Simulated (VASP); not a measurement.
# Ge (P-1) in VASP: further runs

Runs on Ge. Level: PBEsol. Tasks: single point.

All numbers are computed with VASP 6.6.1; they aren't measurements. Logs are shortened: lines on timing, memory, paths and dates and some standing lists are left out, and cuts for length are marked.

### Step 1. The cell of the first run

The typed cell holds 2 atoms: a = 4.004 Å, b = 3.942 Å, c = 3.867 Å, α = 100.05°, β = 94.70°, γ = 139.41°.

### Step 2. Single point, PBEsol

The input, INCAR:

```
PREC = Accurate
ENCUT = 520
EDIFF = 1E-7
ISMEAR = 1
SIGMA = 0.1
LREAL = False
LASPH = True
NELM = 60
ALGO = Normal
ISIF = 2
LWAVE = False
LCHARG = False
GGA = PS
NBANDS = 21
```

The input, KPOINTS:

```
regular mesh
0
Gamma
  8 8 6
```

The input, POSCAR:

```
Ge
1.0
   -2.5728675379      2.7186637311      1.4231002293
    2.5356797250     -2.7072528130      1.3335699458
    2.4805618955      2.6149371872     -1.4020753880
Ge
2
Direct
    0.2552500000      0.7617100000      0.5039600000
    0.5008400000      0.4981200000      0.0065300000
```

Potentials or basis: VASP PAW PBE potentials, release 64 (Ge_d).

Launch:

```sh
cat potpaw_PBE.64/Ge_d/POTCAR > POTCAR
mpirun -np 1 vasp_std > vasp.out
```

OUTCAR:

```text
PREC = Accurate
   ENCUT = 520
   EDIFF = 1E-7
   ISMEAR = 1
   LREAL = False
   LASPH = True
   NELM = 60
   ISIF = 2
   GGA = PS

 ion  position               nearest neighbor table
   1  0.255  0.762  0.504-   2 2.56   2 2.63   2 2.74   2 2.79
   2  0.501  0.498  0.007-   1 2.56   1 2.63   1 2.74   1 2.79

  LATTYP: Found a triclinic cell.
 ALAT       =     3.8344110780
 B/A-ratio  =     1.3912021753
 C/A-ratio  =     0.7190007948
 COS(alpha) =     0.0083126735
 COS(beta)  =     0.3474776624
 COS(gamma) =     0.6751998947

  Lattice vectors:

 A1 = (   2.4433740826,   2.6263481053,   1.3545947871)
 A2 = (  -0.0923056424,   5.3336009183,   0.0210248413)
 A3 = (  -0.0371878129,   0.0114109181,   2.7566701751)

Analysis of symmetry for initial positions (statically):
=====================================================================
 Subroutine PRICEL returns:
 Original cell was already a primitive cell.

 Routine SETGRP: Setting up the symmetry group for a
 triclinic supercell.

 Subroutine GETGRP returns: Found  2 space group operations
 (whereof  1 operations were pure point group operations)
 out of a pool of  2 trial point group operations.

The static configuration has the point symmetry C_1 .
 The point group associated with its full space group is S_2 .

Analysis of symmetry for dynamics (positions and initial velocities):
=====================================================================
 Subroutine PRICEL returns:
 Original cell was already a primitive cell.

 Routine SETGRP: Setting up the symmetry group for a
 triclinic supercell.

 Subroutine GETGRP returns: Found  2 space group operations
 (whereof  1 operations were pure point group operations)
 out of a pool of  2 trial point group operations.

The dynamic configuration has the point symmetry C_1 .
 The point group associated with its full space group is S_2 .

 Subroutine INISYM returns: Found  2 space group operations
 (whereof  1 operations are pure point group operations),
 and found     1 'primitive' translations

----------------------------------------------------------------------------------------

                                     Primitive cell

  volume of cell :      36.8578

  direct lattice vectors                    reciprocal lattice vectors
[... 81 lines left out ...]
   ISPIN  =      1    spin polarized calculation?
   LNONCOLLINEAR =      F non collinear calculations
   LSORBIT =      F    spin-orbit coupling
   LASPH  =      T    aspherical Exc in radial PAW
   ENCUT  =  520.0 eV  38.22 Ry    6.18 a.u.   7.45  7.33  7.19*2*pi/ulx,y,z
   NELM   =     60;   NELMIN=  2; NELMDL= -5     # of ELM steps
   EDIFF  = 0.1E-06   stopping-criterion for ELM
   LREAL  =      F    real-space projection
   EDIFFG = 0.1E-05   stopping-criterion for IOM
   NSW    =      0    number of steps for IOM
   IBRION =     -1    ionic relax: 0-MD 1-quasi-New 2-CG
   NFREE  =      0    steps in history (QN), initial steepest desc. (CG)
   ISIF   =      2    stress and relaxation
   ISYM   =      2    0-nonsym 1-usesym 2-fastsym
   POTIM  = 0.5000    time-step for ionic-motion
   TEBEG  =    0.0;   TEEND  =   0.0 temperature during run
   PSTRESS=    0.0 pullay stress
   NELECT =      28.0000    total number of electrons
   NUPDOWN=      -1.0000    fix difference up-down
   EMIN   =  10.00;   EMAX   =-10.00  energy-range for DOS
   EFERMI =   0.00;   METHOD = LEGACY
   ISMEAR =     1;   SIGMA  =   0.10  broadening in eV -4-tet -1-fermi 0-gaus
   EFERMI_NEDOS =   21; number of points for ismear=-14 and -15
   IALGO  =     38    algorithm
   IMIX   =      4    mixing-type and parameters
     AMIX     =   0.40;   BMIX     =  1.00
     AMIX_MAG =   1.60;   BMIX_MAG =  1.00
  volume/ion in A,a.u.               =      18.43       124.36
  Fermi-wavevector in a.u.,A,eV,Ry     =   1.493772  2.822821 30.359445  2.231356
  Thomas-Fermi vector in A             =   2.606130
   LORBIT       =      0    0 simple, 1 ext, 2 COOP (PROOUT), +10 PAW based schemes
   GGA     = PS    functional components
   LHFCALC =     F    Hartree Fock is set to
   AEXX    =    0.0000 exact exchange contribution
   IVDW    =     0    specifies the selected vdW correction
   LEPSILON=     F    determine dielectric tensor
   LRPA    =     F    only Hartree local field effects (RPA)
 non-spin polarized calculation
 Methfessel and Paxton  Order N= 1 SIGMA  =   0.10
  energy-cutoff  :      520.00
  volume of cell :       36.86
 maximum number of plane-waves:      1004
 NGX is ok and might be reduce to    30
   NGX = 15   NGY = 15   NGZ = 15

 number of electron      28.0000001 magnetization

 Free energy of the ion-electron system (eV)
  ---------------------------------------------------
  ext. energy  EPLUGINS =         0.00000000
  ---------------------------------------------------
  free energy    TOTEN  =        -9.46054591 eV

  energy without entropy =       -9.46066881  energy(sigma->0) =       -9.46058688

 E-fermi :   6.6403     XC(G=0): -11.4928

 val. band max:        6.6252203158   @ k =   0.1250  -0.1250   0.3333
 cond. band min:       6.6554938462   @ k =   0.0000  -0.0000   0.3333
 fundamental gap:      0.0302735304
 Fermi energy:         6.6402689977

 k-point     1 :       0.0000    0.0000    0.0000
  band No.  band energies     occupation
      1     -17.9807      2.00000
      2     -17.9305      2.00000
      3     -17.9028      2.00000
      4     -17.8961      2.00000
      5     -17.7836      2.00000
      6     -17.7769      2.00000
[... 565 lines left out ...]
     20      17.0150      0.00000
     21      18.6396      0.00000

 [... further k-points ...]

------------------------ aborting loop because EDIFF is reached ----------------------------------------

  FORCE on cell =-STRESS in cart. coord.  units (eV):
  Direction    XX          YY          ZZ          XY          YZ          ZX
  --------------------------------------------------------------------------------------
  -------------------------------------------------------------------------------------
  Total        0.6444938     -1.5725399      1.0279050      0.4907729      0.0779108      0.2029217
  in kB       28.0156149    -68.3570183     44.6821870     21.3334940      3.3867197      8.8208378
  external PRESSURE =       1.4469279 kB  Pullay stress =       0.0000000 kB

 VOLUME and BASIS-vectors are now :
 -----------------------------------------------------------------------------
  energy-cutoff  :      520.00
  volume of cell :       36.86
      direct lattice vectors                 reciprocal lattice vectors
    -2.572867538  2.718663731  1.423100229     0.008371934  0.186208103  0.362098643
     2.535679725 -2.707252813  1.333569946     0.204382620  0.002096330  0.365504960
     2.480561896  2.614937187 -1.402075388     0.202893955  0.190994292  0.001946465

 POSITION                                       TOTAL-FORCE (eV/Angst)
 -----------------------------------------------------------------------------------
      2.52483     -0.05038      0.67245        -0.212852      0.090463     -0.148828
     -0.00932      0.03015      1.36787         0.212852     -0.090463      0.148828
 -----------------------------------------------------------------------------------
    total drift:                               -0.000212     -0.000135     -0.000012

  FREE ENERGIE OF THE ION-ELECTRON SYSTEM (eV)
  ---------------------------------------------------
  free  energy   TOTEN  =        -9.4605459122 eV

  energy  without entropy=       -9.4606688077  energy(sigma->0) =       -9.46058688
```

OSZICAR:

```text
N       E                     dE             d eps       ncg     rms          rms(c)
DAV:   1     0.175737834902E+03    0.17574E+03   -0.14054E+04  9407   0.384E+03
DAV:   2     0.144641075981E+02   -0.16127E+03   -0.15632E+03  8272   0.596E+02
DAV:   3    -0.885455671568E+01   -0.23319E+02   -0.23120E+02  9250   0.133E+02
DAV:   4    -0.949939398343E+01   -0.64484E+00   -0.64435E+00  9340   0.259E+01
DAV:   5    -0.950884033648E+01   -0.94464E-02   -0.94461E-02  9205   0.341E+00    0.221E+00
DAV:   6    -0.947434150170E+01    0.34499E-01   -0.33292E-02 11334   0.325E+00    0.120E+00
DAV:   7    -0.946106340762E+01    0.13278E-01   -0.18788E-02 11245   0.212E+00    0.137E-01
DAV:   8    -0.946054301640E+01    0.52039E-03   -0.25523E-03  9993   0.917E-01    0.446E-02
DAV:   9    -0.946054541487E+01   -0.23985E-05   -0.67873E-05 10109   0.108E-01    0.950E-03
DAV:  10    -0.946054594434E+01   -0.52947E-06   -0.40513E-06  9889   0.229E-02    0.260E-03
DAV:  11    -0.946054591222E+01    0.32116E-07   -0.14969E-07  7344   0.452E-03
   1 F= -.94605459E+01 E0= -.94605869E+01  d E =0.122895E-03
```

It took 74 s on 1 thread of Intel Xeon Platinum 8488C (Sapphire Rapids), shared host; peak memory 0.25 GiB.

Results:

- Free energy: -9.4605 eV
- Pressure: 0.1 GPa
- Largest force: 0.275 eV/Å
- Band gap on the k mesh: zero (bands 14 and 15 overlap by 5.22 eV)

Forces in eV/Å, atoms in the order of the input:
```
Ge  -0.213  0.090 -0.149
Ge   0.213 -0.090  0.149
```

Stress tensor (GPa, compression positive):
```
 2.80  2.13  0.88
 2.13 -6.84  0.34
 0.88  0.34  4.47
```

Caveat: the stress differs along the axes, from -7 to 4 GPa; the PAW data sets were made with another functional, which shifts forces and pressure a little.

### Step 3. Single point, PBEsol

This run uses another cell than the first one, of 18.52 Å³/atom.

The input, INCAR:

```
SYSTEM = Ge
ALGO = Normal ; EDIFF = 1E-6
ENCUT = 520 ; GGA = PS
ISIF = 2 ; ISMEAR = 1
LASPH = .TRUE. ; LCHARG = .FALSE.
LREAL = .FALSE. ; LWAVE = .FALSE.
NBANDS = 21 ; NELM = 100
PREC = Accurate ; SIGMA = 0.1
```

The input, KPOINTS:

```
k-points
0
G
  8 8 6
  0 0 0
```

The input, POSCAR:

```
Ge
1.0
   -2.5771700000      2.7232100000      1.4254800000
    2.5399200000     -2.7117800000      1.3358000000
    2.4847100000      2.6193100000     -1.4044200000
Ge
2
Direct
    0.2552500000      0.7617100000      0.5039600000
    0.5008400000      0.4981200000      0.0065300000
```

Potentials or basis: VASP PAW PBE potentials, release 64 (Ge_d).

Launch:

```sh
cat potpaw_PBE.64/Ge_d/POTCAR > POTCAR
mpirun -np 1 vasp_std > vasp.out
```

OUTCAR:

```text
SYSTEM = Ge
   EDIFF = 1E-6
   ENCUT = 520
   GGA = PS
   ISIF = 2
   ISMEAR = 1
   LASPH = .TRUE.
   LREAL = .FALSE.
   NELM = 100
   PREC = Accurate

 ion  position               nearest neighbor table
   1  0.255  0.762  0.504-   2 2.56   2 2.63   2 2.74   2 2.79
   2  0.501  0.498  0.007-   1 2.56   1 2.63   1 2.74   1 2.79

  LATTYP: Found a triclinic cell.
 ALAT       =     3.8408231486
 B/A-ratio  =     1.3912021753
 C/A-ratio  =     0.7190007948
 COS(alpha) =     0.0083126735
 COS(beta)  =     0.3474776625
 COS(gamma) =     0.6751998947

  Lattice vectors:

 A1 = (   2.4474600000,   2.6307400000,   1.3568600000)
 A2 = (  -0.0924600000,   5.3425200000,   0.0210600000)
 A3 = (  -0.0372500000,   0.0114300000,   2.7612800000)

Analysis of symmetry for initial positions (statically):
=====================================================================
 Subroutine PRICEL returns:
 Original cell was already a primitive cell.

 Routine SETGRP: Setting up the symmetry group for a
 triclinic supercell.

 Subroutine GETGRP returns: Found  2 space group operations
 (whereof  1 operations were pure point group operations)
 out of a pool of  2 trial point group operations.
[... 162 lines left out ...]
  free energy    TOTEN  =        -9.46065975 eV

  energy without entropy =       -9.46071801  energy(sigma->0) =       -9.46067917

 E-fermi :   6.5844     XC(G=0): -11.4674

 val. band max:        6.5720761461   @ k =   0.1250  -0.1250   0.3333
 cond. band min:       6.5945652203   @ k =  -0.0000   0.0000   0.3333
 fundamental gap:      0.0224890742
 Fermi energy:         6.5844065505

 k-point     1 :       0.0000    0.0000    0.0000
  band No.  band energies     occupation
      1     -18.0316      2.00000
      2     -17.9821      2.00000
      3     -17.9547      2.00000
      4     -17.9480      2.00000
      5     -17.8374      2.00000
      6     -17.8307      2.00000
[... 565 lines left out ...]
     20      16.9297      0.00000
     21      18.5557      0.00000

 [... further k-points ...]

------------------------ aborting loop because EDIFF is reached ----------------------------------------

  FORCE on cell =-STRESS in cart. coord.  units (eV):
  Direction    XX          YY          ZZ          XY          YZ          ZX
  --------------------------------------------------------------------------------------
  -------------------------------------------------------------------------------------
  Total        0.5481815     -1.6565395      0.9347960      0.4852688      0.0736930      0.2008096
  in kB       23.7098550    -71.6483706     40.4316411     20.9887668      3.1873594      8.6853846
  external PRESSURE =      -2.5022915 kB  Pullay stress =       0.0000000 kB

 VOLUME and BASIS-vectors are now :
 -----------------------------------------------------------------------------
  energy-cutoff  :      520.00
  volume of cell :       37.04
      direct lattice vectors                 reciprocal lattice vectors
    -2.577170000  2.723210000  1.425480000     0.008357958  0.185897238  0.361494136
     2.539920000 -2.711780000  1.335800000     0.204041413  0.002092830  0.364894767
     2.484710000  2.619310000 -1.404420000     0.202555233  0.190675436  0.001943216

 POSITION                                       TOTAL-FORCE (eV/Angst)
 -----------------------------------------------------------------------------------
      2.52905     -0.05046      0.67357        -0.209728      0.087556     -0.147032
     -0.00934      0.03020      1.37016         0.209728     -0.087556      0.147032
 -----------------------------------------------------------------------------------
    total drift:                               -0.000209     -0.000149     -0.000004

  FREE ENERGIE OF THE ION-ELECTRON SYSTEM (eV)
  ---------------------------------------------------
  free  energy   TOTEN  =        -9.4606597523 eV

  energy  without entropy=       -9.4607180112  energy(sigma->0) =       -9.46067917
```

It took 68 s on 1 thread of Intel Xeon Platinum 8488C (Sapphire Rapids), shared host; peak memory 0.25 GiB.

Results:

```yaml
Free_energy: -9.4607 eV
Pressure: -0.3 GPa
Largest_force: 0.271 eV/Å
Band_gap_on_the_k_mesh: zero (bands 14 and 15 overlap by 5.19 eV)
```

Forces in eV/Å, atoms in the order of the input:
```
Ge  -0.210  0.088 -0.147
Ge   0.210 -0.088  0.147
```

Caveat: the stress differs along the axes, from -7 to 4 GPa; the PAW data sets were made with another functional, which shifts forces and pressure a little.

### Step 4. Single point, PBEsol

This run uses another cell than the first one, of 18.52 Å³/atom.

The input, INCAR:

```
  PREC = Accurate
  ENCUT = 520
  EDIFF = 1E-6
  ISMEAR = 1
  SIGMA = 0.1
  LREAL = False
  LASPH = True
  NELM = 100
  ALGO = Normal
  ISIF = 2
  LWAVE = False
  LCHARG = False
  GGA = PS
  NBANDS = 21
```

The input, KPOINTS:

```
Automatic mesh
0
Gamma
  8 8 6
```

Changes to POSCAR since step 3:

```diff
@@ -8,3 +8,3 @@
 Direct
-    0.2552500000      0.7617100000      0.5039600000
+    0.2552917898      0.7627302071      0.5049727762
     0.5008400000      0.4981200000      0.0065300000
```

Launch:

```sh
cat potpaw_PBE.64/Ge_d/POTCAR > POTCAR
mpirun -np 1 vasp_std > vasp.out
```

It took 70 s on 1 thread of Intel Xeon Platinum 8488C (Sapphire Rapids), shared host; peak memory 0.25 GiB.

Results (log left out):

```yaml
Free_energy: -9.4595 eV
Pressure: -0.2 GPa
Largest_force: 0.297 eV/Å
Band_gap_on_the_k_mesh: zero (bands 14 and 15 overlap by 5.19 eV)
```

Forces on the atoms (eV/Å):
```
Ge  -0.241  0.087 -0.149
Ge   0.241 -0.087  0.149
```

Stress tensor (GPa, compression positive):
```
 2.44  2.07  0.90
 2.07 -7.16  0.35
 0.90  0.35  4.02
```

Levels at points of the mesh, in eV from the Fermi level:
| k point | band 10 | band 11 | band 12 | band 13 | band 14 | band 15 | band 16 | band 17 | band 18 | band 19 |
| --- | --- | --- | --- | --- | --- | --- | --- | --- | --- | --- |
| (0.00, 0.00, 0.00) | -24.29 | -13.26 | -4.21 | -2.87 | -1.79 | 3.29 | 6.30 | 8.52 | 8.65 | 8.81 |
| (0.50, 0.00, 0.00) | -24.31 | -8.02 | -6.25 | -2.20 | -1.59 | -1.35 | 2.82 | 3.04 | 5.27 | 8.18 |
| (0.00, 0.50, 0.00) | -24.34 | -7.48 | -6.38 | -2.96 | -2.50 | -1.09 | 2.32 | 3.90 | 5.98 | 9.34 |
| (0.50, 0.50, 0.00) | -24.36 | -10.79 | -10.50 | 0.48 | 0.77 | 2.30 | 2.34 | 7.83 | 8.24 | 11.69 |
| (0.00, 0.00, 0.50) | -24.36 | -10.48 | -10.46 | 0.09 | 0.29 | 1.64 | 1.86 | 7.54 | 8.22 | 11.48 |
| (0.50, 0.00, 0.50) | -24.34 | -7.89 | -6.35 | -2.73 | -2.29 | -0.82 | 2.47 | 4.76 | 5.83 | 9.27 |
| (0.00, 0.50, 0.50) | -24.31 | -8.01 | -6.09 | -2.39 | -1.87 | -1.15 | 2.76 | 2.93 | 5.03 | 8.40 |
| (0.50, 0.50, 0.50) | -24.40 | -9.45 | -8.35 | -5.90 | -5.84 | 6.53 | 6.76 | 10.00 | 11.59 | 15.09 |

Caveat: the stress differs along the axes, from -7 to 4 GPa; the PAW data sets were made with another functional, which shifts forces and pressure a little.

### Step 5. Overview

```csv
cell,gap on the mesh (eV),pressure (GPa),largest force (eV/Å)
"a = 4.004, b = 3.942, c = 3.867 Å, angles 100.0, 94.7, 139.4°, 2 atoms, atomic positions A",none,0.1,0.28
"a = 4.011, b = 3.948, c = 3.874 Å, angles 100.0, 94.7, 139.4°, 2 atoms, atomic positions A",none,-0.3,0.27
"a = 4.011, b = 3.948, c = 3.874 Å, angles 100.0, 94.7, 139.4°, 2 atoms, atomic positions B",none,-0.2,0.30
```

Alike in all rows: task single point; level PBEsol; potentials or basis VASP PAW PBE potentials, release 64 (Ge_d); no spin polarisation; k mesh 8 × 8 × 6; cutoff (eV) 520; smearing methfessel-paxton 0.1 eV.

Caveats: the stress differs along the axes, from -7 to 4 GPa; the PAW data sets were made with another functional, which shifts forces and pressure a little.

Absolute energies hang on the potentials; compare differences alone.

The gap in the log of VASP goes by the Fermi energy; the results here count the filled bands.